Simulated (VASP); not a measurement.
The system is C.

```
C
1.0
     3.56678   -0.01268    0.03907
    -0.01268    3.50029   -0.01660
     0.04739   -0.02014    4.43095
C
8
Direct
  0.76064 0.47400 0.14504
  0.51726 0.81229 0.70678
  0.53854 0.20470 0.68459
  0.78947 0.45886 0.84792
  0.23353 0.55964 0.80030
  0.22351 0.49162 0.16906
  0.49378 0.77909 0.34952
  0.44327 0.21980 0.29679
```

```yaml
Program: VASP 6.6.1
Task: relaxation of cell and atoms
Functional: PBE
Potentials_or_basis: VASP PAW PBE potentials, release 64 (C)
Cutoff: 600 eV
k_mesh: 4 × 4 × 4
Occupations: gaussian, width 0.1 eV
Spin: no spin polarisation
```

At the start: pressure 20.7 GPa; volume 6.91 Å³/atom.

How do energy, volume and symmetry change on relaxing?

Over 22 steps the energy falls by 621.1 meV/atom and the volume is 6.92 Å³/atom (+0.1 %); space group P4_2/mmc (No. 131, to 0.05 Å).

The path:
```tsv
step	energy change (eV)	largest force (eV/Å)	pressure (GPa)	volume (Å³)
1	0.0000	11.5384	20.72	55.31
2	1.5929	7.7111	-8.81	62.73
3	-0.6971	7.1687	-12.42	61.00
4	-3.0775	5.3671	-14.67	59.25
5	-3.9439	3.3835	-9.27	57.26
6	-4.0125	3.3265	-12.07	57.77
7	-4.0188	3.2343	-11.56	57.66
8	-4.2727	3.9388	8.44	54.67
9	-4.7617	1.5980	-3.28	56.00
10	-4.8619	1.2864	3.20	54.83
11	-4.9021	0.6648	0.63	55.22
12	-4.9275	0.6535	0.81	55.21
13	-4.9287	0.4888	0.76	55.22
14	-4.9526	0.3663	-0.45	55.40
15	-4.9537	0.4871	-0.77	55.44
16	-4.9652	0.3424	0.04	55.39
17	-4.9660	0.2374	-0.14	55.41
18	-4.9682	0.1305	0.07	55.36
19	-4.9687	0.0507	0.00	55.37
20	-4.9688	0.0343	-0.01	55.37
21	-4.9688	0.0261	-0.01	55.37
22	-4.9689	0.0163	0.01	55.37
```

Final structure:
```
C
1.0
     3.57391   -0.00216    0.00022
    -0.00232    3.57402    0.00077
     0.00063   -0.00120    4.33496
C
8
Direct
  0.78494 0.50005 0.18160
  0.50023 0.78515 0.68168
  0.49999 0.21498 0.68165
  0.78517 0.50016 0.81831
  0.21506 0.50002 0.81844
  0.21486 0.49977 0.18165
  0.50006 0.78499 0.31839
  0.49969 0.21488 0.31828
```

Caveat: the k points lie up to 0.44 Å⁻¹ apart in the final cell.
